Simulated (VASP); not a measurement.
# Ba3Tc (Pm-3m) in VASP: a series of runs, part 2 of 2

VASP 6.6.1. The steps go on from the part before.

## (5) Single point, PBE

This run uses another cell than the first one, of 36.78 Å³/atom.

The input, INCAR:

```
SYSTEM = Ba3Tc
ALGO = Normal
EDIFF = 1E-6
ENCUT = 500
GGA = PE
GGA_COMPAT = .FALSE.
ISIF = 2
ISMEAR = -1
LASPH = .TRUE.
LCHARG = .FALSE.
LREAL = .FALSE.
LWAVE = .FALSE.
NBANDS = 30
NELM = 120
PREC = Accurate
SIGMA = 0.05
```

The input, KPOINTS:

```
k-points
0
G
  4 4 4
  0 0 0
```

The input, POSCAR:

```
Ba3Tc
1.0
    5.2788872774      0.0000000000      0.0000000000
    0.0000000000      5.2788872774      0.0000000000
    0.0000000000      0.0000000000      5.2788872774
Tc Ba
1 3
Direct
    0.0000000000      0.0000000000      0.0000000000
    0.0000000000      0.5000000000      0.5000000000
    0.5000000000      0.0000000000      0.5000000000
    0.5000000000      0.5000000000      0.0000000000
```

Potentials or basis: VASP PAW PBE potentials, release 64 (Tc_pv, Ba_sv).

Run with:

```console
$ cat potpaw_PBE.64/Tc_pv/POTCAR potpaw_PBE.64/Ba_sv/POTCAR > POTCAR
$ mpirun -np 1 vasp_std > vasp.out
```

OUTCAR:

```text
SYSTEM = Ba3Tc
   EDIFF = 1E-6
   ENCUT = 500
   GGA = PE
   ISIF = 2
   ISMEAR = -1
   LASPH = .TRUE.
   LREAL = .FALSE.
   NELM = 120
   PREC = Accurate

 ion  position               nearest neighbor table
   1  0.000  0.000  0.000-   2 3.73   3 3.73   4 3.73   2 3.73   3 3.73   2 3.73   4 3.73   2 3.73
                             3 3.73   4 3.73   3 3.73   4 3.73
   2  0.000  0.500  0.500-   1 3.73   3 3.73   4 3.73   1 3.73   4 3.73   1 3.73   3 3.73   1 3.73
                             3 3.73   4 3.73   4 3.73   3 3.73
[... 517 lines left out ...]
  Direction    XX          YY          ZZ          XY          YZ          ZX
  --------------------------------------------------------------------------------------
  -------------------------------------------------------------------------------------
  Total        0.3080967      0.3080967      0.3080967      0.0000000     -0.0000000      0.0000000
  in kB        3.3556019      3.3556019      3.3556019      0.0000000     -0.0000000      0.0000000
  external PRESSURE =       3.3556019 kB  Pullay stress =       0.0000000 kB

 VOLUME and BASIS-vectors are now :
 -----------------------------------------------------------------------------
  energy-cutoff  :      500.00
  volume of cell :      147.10
      direct lattice vectors                 reciprocal lattice vectors
     5.278887277  0.000000000  0.000000000     0.189433861  0.000000000  0.000000000
     0.000000000  5.278887277  0.000000000     0.000000000  0.189433861  0.000000000
     0.000000000  0.000000000  5.278887277     0.000000000  0.000000000  0.189433861

 POSITION                                       TOTAL-FORCE (eV/Angst)
 -----------------------------------------------------------------------------------
      0.00000      0.00000      0.00000         0.000000      0.000000      0.000000
      0.00000      2.63944      2.63944         0.000000      0.000000      0.000000
      2.63944      0.00000      2.63944         0.000000      0.000000      0.000000
      2.63944      2.63944      0.00000         0.000000      0.000000      0.000000
 -----------------------------------------------------------------------------------
    total drift:                                0.000000     -0.000000     -0.000000

  FREE ENERGIE OF THE ION-ELECTRON SYSTEM (eV)
  ---------------------------------------------------
  free  energy   TOTEN  =       -12.3400347350 eV

  energy  without entropy=      -12.2649152823  energy(sigma->0) =      -12.30247501
```

OSZICAR:

```text
N       E                     dE             d eps       ncg     rms          rms(c)
DAV:   1     0.377206295283E+03    0.37721E+03   -0.19635E+04   640   0.121E+03
DAV:   2     0.115553160366E+02   -0.36565E+03   -0.35757E+03   770   0.292E+02
DAV:   3    -0.118538140963E+02   -0.23409E+02   -0.22439E+02   882   0.718E+01
DAV:   4    -0.130708821996E+02   -0.12171E+01   -0.12082E+01   888   0.131E+01
DAV:   5    -0.130943433910E+02   -0.23461E-01   -0.23452E-01   792   0.186E+00    0.115E+01
DAV:   6    -0.205886454598E+02   -0.74943E+01   -0.76235E+01   654   0.166E+01    0.183E+01
DAV:   7    -0.125035784509E+02    0.80851E+01   -0.21082E+01   672   0.127E+01    0.498E+00
DAV:   8    -0.125935297151E+02   -0.89951E-01   -0.67036E+00   842   0.414E+00    0.575E+00
DAV:   9    -0.123426567933E+02    0.25087E+00   -0.11266E+00   706   0.261E+00    0.843E-01
DAV:  10    -0.123412115967E+02    0.14452E-02   -0.75848E-02   798   0.640E-01    0.433E-01
DAV:  11    -0.123411054659E+02    0.10613E-03   -0.15283E-03   702   0.183E-01    0.332E-01
DAV:  12    -0.123405859821E+02    0.51948E-03   -0.16129E-02   694   0.179E-01    0.238E-01
DAV:  13    -0.123401971860E+02    0.38880E-03   -0.80486E-04   702   0.598E-02    0.125E-01
DAV:  14    -0.123400338785E+02    0.16331E-03   -0.77119E-04   704   0.372E-02    0.983E-03
DAV:  15    -0.123400368919E+02   -0.30134E-05   -0.21923E-05   710   0.137E-02    0.135E-02
DAV:  16    -0.123400347130E+02    0.21790E-05   -0.67532E-06   530   0.443E-03    0.294E-03
DAV:  17    -0.123400347350E+02   -0.21996E-07   -0.87375E-07   372   0.210E-03
   1 F= -.12340035E+02 E0= -.12302475E+02  d E =-.751195E-01
```

It took 49 s on 1 thread of Intel Xeon 8259CL, shared host; peak memory 0.26 GiB.

Results:

```
Free energy            : -12.3400 eV
Pressure               : 0.3 GPa
Band gap on the k mesh : zero (an odd number of electrons rules out a gap without spin polarisation)
```

Levels at points of the mesh, in eV from the Fermi level:
| k point | band 19 | band 20 | band 21 | band 22 | band 23 | band 24 | band 25 | band 26 |
| --- | --- | --- | --- | --- | --- | --- | --- | --- |
| (0.00, 0.00, 0.00) | -1.39 | -1.05 | -1.05 | -1.05 | 1.12 | 1.12 | 1.12 | 2.14 |
| (0.50, 0.00, 0.00) | -0.59 | -0.58 | -0.08 | -0.08 | 0.11 | 0.44 | 0.91 | 0.91 |
| (0.50, 0.50, 0.00) | -0.11 | -0.11 | 0.14 | 0.14 | 0.16 | 0.35 | 0.95 | 1.09 |
| (0.50, 0.50, 0.50) | -1.17 | -0.02 | -0.02 | 0.78 | 0.78 | 0.78 | 2.36 | 2.36 |

Caveat: spin-orbit coupling is left out, which moves the levels of the heavy elements.

## (6) Summary

```tsv
cell	k mesh	gap on the mesh (eV)	pressure (GPa)
a = 5.209 Å, 4 atoms	5 × 5 × 5	none	1.1
a = 5.239 Å, 4 atoms	5 × 5 × 5	none	0.8
a = 5.244 Å, 4 atoms	4 × 4 × 4	none	0.8
a = 5.279 Å, 4 atoms	4 × 4 × 4	none	0.3
```

Alike in all rows: task single point; level PBE; potentials or basis VASP PAW PBE potentials, release 64 (Tc_pv, Ba_sv); no spin polarisation; cutoff (eV) 500; smearing fermi-dirac 0.05 eV.

Caveats: spin-orbit coupling is left out, which moves the levels of the heavy elements.

Absolute energies hang on the potentials; compare differences alone.
